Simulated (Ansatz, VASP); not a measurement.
# Two plane-wave programs on Al32H

```
Al H
1.0
     8.10000    0.00000    0.00000
     0.00000    8.10000    0.00000
     0.00000    0.00000    8.10000
Al H
32 1
Direct
  0.49997 0.00001 0.00037
  0.74915 0.25085 0.00085
  0.74944 0.00001 0.24995
  0.99999 0.00000 0.00004
  0.25083 0.25083 0.00083
  0.49998 0.50000 0.99579
  0.74915 0.74914 0.00085
  0.25042 0.00001 0.24995
  0.49998 0.24554 0.24996
  0.75469 0.50000 0.24996
  0.49997 0.00000 0.49939
  0.74915 0.25085 0.49915
  0.74990 0.00000 0.75000
  0.00006 0.50000 0.00037
  0.25083 0.74917 0.00083
  0.00006 0.25048 0.24995
  0.24569 0.50000 0.24996
  0.49998 0.75450 0.24996
  0.00000 0.00000 0.49990
  0.25085 0.25086 0.49914
  0.49998 0.50000 0.50485
  0.74915 0.74915 0.49915
  0.25006 0.00000 0.74999
  0.49997 0.25048 0.75009
  0.74944 0.50000 0.75008
  0.00005 0.74950 0.24995
  0.00005 0.50000 0.49939
  0.25085 0.74914 0.49914
  0.00000 0.25008 0.74999
  0.25041 0.50000 0.75010
  0.49997 0.74951 0.75009
  0.00000 0.74992 0.75000
  0.50279 0.50029 0.25469
```

Alike in both runs: functional PBE; k mesh 2 × 2 × 2; occupations gaussian, width 0.15 eV; no spin polarisation.

Ansatz relaxed the structure, and its values are those at the end. VASP's run is a single point on that final structure, the one shown.

|  | VASP | Ansatz |
| --- | --- | --- |
| version | VASP 6.6.1 | Ansatz 0.2.0 |
| potentials or method | VASP PAW PBE potentials, release 64 (Al, H), cutoff 520 eV | scalar-relativistic, plane waves, PAW |
| valence electrons in the cell | 97 | 97 |

|  | VASP | Ansatz | Ansatz less VASP |
| --- | --- | --- | --- |
| rms of the force components (eV/Å) | 0.008 | 0.007 | -0.0010 |

The k mesh is coarse, so the values compare programs but aren't converged.
